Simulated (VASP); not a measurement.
# Rb (P6/mmm) in VASP: single point with PBE

Aim: the single point of Rb with PBE.

Program: VASP 6.6.1. These are calculated values, not measurements. Logs are shortened: lines on timing, memory, paths and dates and some standing lists are left out, and cuts for length are marked.

**1. The cell of the first run**

It takes space group P6/mmm (No. 191, hexagonal). Conventional cell: a = 8.098 Å, b = 8.098 Å, c = 4.838 Å, α = 90.00°, β = 90.00°, γ = 120.00°.

This isn't the form of Rb at room conditions, which is bcc.

**2. Single point, PBE**

POSCAR

```
Rb
1.0
    8.0979997712      0.0000000000      0.0000000000
   -4.0489998856      7.0130735217      0.0000000000
    0.0000000000      0.0000000000      4.8382965170
Rb
3
Direct
    0.0000000000      0.0000000000      0.0000000000
    0.3333333333      0.6666666667      0.5000000000
    0.6666666667      0.3333333333      0.5000000000
```

INCAR.step1

```
ALGO     = Normal         # electronic algorithm
EDIFF    = 1E-7           # SCF threshold, eV
ENCUT    = 520            # plane-wave cutoff, eV
GGA      = PE             # functional
ISIF     = 2              # what is computed and relaxed
ISMEAR   = -1             # smearing method
LASPH    = True           # aspherical terms in the spheres
LCHARG   = True           # write CHGCAR
LREAL    = False          # projectors in reciprocal space
LWAVE    = False          # write WAVECAR
NBANDS   = 20             # bands
NELM     = 60             # most SCF steps
PREC     = Accurate       # precision mode
SIGMA    = 0.05           # smearing width, eV
```

KPOINTS.step1

```
k-points
0
Gamma
  5 5 7
```

INCAR.step2

```
ALGO     = Normal         # electronic algorithm
EDIFF    = 1E-7           # SCF threshold, eV
ENCUT    = 520            # plane-wave cutoff, eV
GGA      = PE             # functional
ICHARG   = 11             # starting density
ISIF     = 2              # what is computed and relaxed
ISMEAR   = -5             # smearing method
LASPH    = True           # aspherical terms in the spheres
LCHARG   = False          # write CHGCAR
LORBIT   = 11             # projections on sites
LREAL    = False          # projectors in reciprocal space
LWAVE    = False          # write WAVECAR
NBANDS   = 20             # bands
NEDOS    = 2001           # points of the DOS
NELM     = 60             # most SCF steps
PREC     = Accurate       # precision mode
SIGMA    = 0.05           # smearing width, eV
```

KPOINTS.step2

```
k-points
0
Gamma
  8 8 11
```

Potentials or basis: VASP PAW PBE potentials, release 64 (Rb_sv).

Launch:

```bash
> cat potpaw_PBE.64/Rb_sv/POTCAR > POTCAR
> cp INCAR.step1 INCAR
> cp KPOINTS.step1 KPOINTS
> mpirun -np 1 vasp_std > vasp.out
> cp INCAR.step2 INCAR
> cp KPOINTS.step2 KPOINTS
> mpirun -np 1 vasp_std > vasp.out
```

OUTCAR:

```text
EDIFF = 1E-7
   ENCUT = 520
   GGA = PE
   ICHARG = 11
   ISIF = 2
   ISMEAR = -5
   LASPH = True
   LORBIT = 11
   LREAL = False
   NELM = 60
   PREC = Accurate

 ion  position               nearest neighbor table
   1  0.000  0.000  0.000-   2 5.26   3 5.26   2 5.26   3 5.26   3 5.26   3 5.26   2 5.26   2 5.26
                             3 5.26   3 5.26   2 5.26   2 5.26
   2  0.333  0.667  0.500-   3 4.68   3 4.68   3 4.68   1 5.26   1 5.26   1 5.26   1 5.26   1 5.26
                             1 5.26
   3  0.667  0.333  0.500-   2 4.68   2 4.68   2 4.68   1 5.26   1 5.26   1 5.26   1 5.26   1 5.26
                             1 5.26

  LATTYP: Found a hexagonal cell.
 ALAT       =     8.0979997712
 C/A-ratio  =     0.5974680975

  Lattice vectors:

 A1 = (   8.0979997712,   0.0000000000,   0.0000000000)
 A2 = (  -4.0489998856,   7.0130735217,   0.0000000000)
 A3 = (   0.0000000000,   0.0000000000,   4.8382965170)

Analysis of symmetry for initial positions (statically):
=====================================================================
 Subroutine PRICEL returns:
 Original cell was already a primitive cell.

 Routine SETGRP: Setting up the symmetry group for a
 hexagonal supercell.

 Subroutine GETGRP returns: Found 24 space group operations
 (whereof 24 operations were pure point group operations)
 out of a pool of 24 trial point group operations.

The static configuration has the point symmetry D_6h.

Analysis of symmetry for dynamics (positions and initial velocities):
=====================================================================
 Subroutine PRICEL returns:
 Original cell was already a primitive cell.

 Routine SETGRP: Setting up the symmetry group for a
 hexagonal supercell.

 Subroutine GETGRP returns: Found 24 space group operations
 (whereof 24 operations were pure point group operations)
 out of a pool of 24 trial point group operations.

The dynamic configuration has the point symmetry D_6h.

 Subroutine INISYM returns: Found 24 space group operations
 (whereof 24 operations are pure point group operations),
 and found     1 'primitive' translations

----------------------------------------------------------------------------------------

                                     Primitive cell

  volume of cell :     274.7759

[... 95 lines left out ...]
   NSW    =      0    number of steps for IOM
   IBRION =     -1    ionic relax: 0-MD 1-quasi-New 2-CG
   NFREE  =      0    steps in history (QN), initial steepest desc. (CG)
   ISIF   =      2    stress and relaxation
   ISYM   =      2    0-nonsym 1-usesym 2-fastsym
   POTIM  = 0.5000    time-step for ionic-motion
   TEBEG  =    0.0;   TEEND  =   0.0 temperature during run
   PSTRESS=    0.0 pullay stress
   NELECT =      27.0000    total number of electrons
   NUPDOWN=      -1.0000    fix difference up-down
   EMIN   =  10.00;   EMAX   =-10.00  energy-range for DOS
   EFERMI =   0.00;   METHOD = LEGACY
   ISMEAR =    -5;   SIGMA  =   0.05  broadening in eV -4-tet -1-fermi 0-gaus
   EFERMI_NEDOS =   21; number of points for ismear=-14 and -15
   IALGO  =     38    algorithm
   IMIX   =      4    mixing-type and parameters
     AMIX     =   0.40;   BMIX     =  1.00
     AMIX_MAG =   1.60;   BMIX_MAG =  1.00
  volume/ion in A,a.u.               =      91.59       618.09
  Fermi-wavevector in a.u.,A,eV,Ry     =   0.755446  1.427585  7.764819  0.570698
  Thomas-Fermi vector in A             =   1.853342
   LORBIT       =     11    0 simple, 1 ext, 2 COOP (PROOUT), +10 PAW based schemes
   GGA     = PE    functional components
   LHFCALC =     F    Hartree Fock is set to
   AEXX    =    0.0000 exact exchange contribution
   IVDW    =     0    specifies the selected vdW correction
   LEPSILON=     F    determine dielectric tensor
   LRPA    =     F    only Hartree local field effects (RPA)
 non-spin polarized calculation
 Fermi weights with tetrahedron method with Bloechl corrections
  energy-cutoff  :      520.00
  volume of cell :      274.78
 maximum number of plane-waves:      7429

 number of electron      27.0000000 magnetization

 Free energy of the ion-electron system (eV)
  ---------------------------------------------------
  ext. energy  EPLUGINS =         0.00000000
  ---------------------------------------------------
  free energy    TOTEN  =        -2.78616222 eV

  energy without entropy =       -2.78616222  energy(sigma->0) =       -2.78616222

 E-fermi :   0.0138     XC(G=0):  -5.4492

 val. band max:        0.0331761321   @ k =   0.2500   0.2500   0.2727
 cond. band min:      -0.0201232576   @ k =   0.3750   0.2500   0.3636
 fundamental gap:     -0.0532993896
 Fermi energy:         0.0137683031

 k-point     1 :       0.0000    0.0000    0.0000
  band No.  band energies     occupation
      1     -28.9432      2.00000
      2     -28.9376      2.00000
      3     -28.8607      2.00000
      4     -13.0662      2.00000
      5     -13.0661      2.00000
      6     -13.0049      2.00000
[... 541 lines left out ...]
     19       2.6466      0.00000
     20       2.8377      0.00000

 [... further k-points ...]

------------------------ aborting loop because EDIFF is reached ----------------------------------------

  FORCE on cell =-STRESS in cart. coord.  units (eV):
  Direction    XX          YY          ZZ          XY          YZ          ZX
  --------------------------------------------------------------------------------------
  -------------------------------------------------------------------------------------
  Total       -0.0299225     -0.0299225      0.0694129      0.0000000     -0.0000000      0.0000000
  in kB       -0.1744736     -0.1744736      0.4047363      0.0000000     -0.0000000      0.0000000
  external PRESSURE =       0.0185964 kB  Pullay stress =       0.0000000 kB

 VOLUME and BASIS-vectors are now :
 -----------------------------------------------------------------------------
  energy-cutoff  :      520.00
  volume of cell :      274.78
      direct lattice vectors                 reciprocal lattice vectors
     8.097999771  0.000000000  0.000000000     0.123487284  0.071295417  0.000000000
    -4.048999886  7.013073522  0.000000000     0.000000000  0.142590834  0.000000000
     0.000000000  0.000000000  4.838296517     0.000000000  0.000000000  0.206684315

 POSITION                                       TOTAL-FORCE (eV/Angst)
 -----------------------------------------------------------------------------------
      0.00000      0.00000      0.00000        -0.000000      0.000000      0.000000
     -0.00000      4.67538      2.41915         0.000000      0.000000      0.000000
      4.04900      2.33769      2.41915        -0.000000     -0.000000     -0.000000
 -----------------------------------------------------------------------------------
    total drift:                                0.000000     -0.000000      0.000000

  FREE ENERGIE OF THE ION-ELECTRON SYSTEM (eV)
  ---------------------------------------------------
  free  energy   TOTEN  =        -2.7861622240 eV

  energy  without entropy=       -2.7861622240  energy(sigma->0) =       -2.78616222

 total charge

# of ion       s       p       d       tot
------------------------------------------
    1        1.963   5.322   0.005   7.290
    2        1.965   5.320   0.005   7.290
    3        1.965   5.320   0.005   7.290
--------------------------------------------------
tot          5.893  15.961   0.015  21.870
```

OUTCAR.step1:

```text
EDIFF = 1E-7
   ENCUT = 520
   GGA = PE
   ISIF = 2
[... 682 lines left out ...]
      0.00000      0.00000      0.00000        -0.000000      0.000000      0.000000
     -0.00000      4.67538      2.41915        -0.000000      0.000000      0.000000
      4.04900      2.33769      2.41915         0.000000     -0.000000     -0.000000
 -----------------------------------------------------------------------------------
    total drift:                                0.000000     -0.000000      0.000000

  FREE ENERGIE OF THE ION-ELECTRON SYSTEM (eV)
  ---------------------------------------------------
  free  energy   TOTEN  =        -2.8032821933 eV

  energy  without entropy=       -2.7837286245  energy(sigma->0) =       -2.79350541
```

It took 4 min on 1 thread of Intel Xeon Platinum 8259CL at 2.50GHz (Skylake/Cascade Lake), shared host; peak memory 0.47 GiB.

Results:

- Valence electrons inside the program's atomic spheres: Rb 7.29
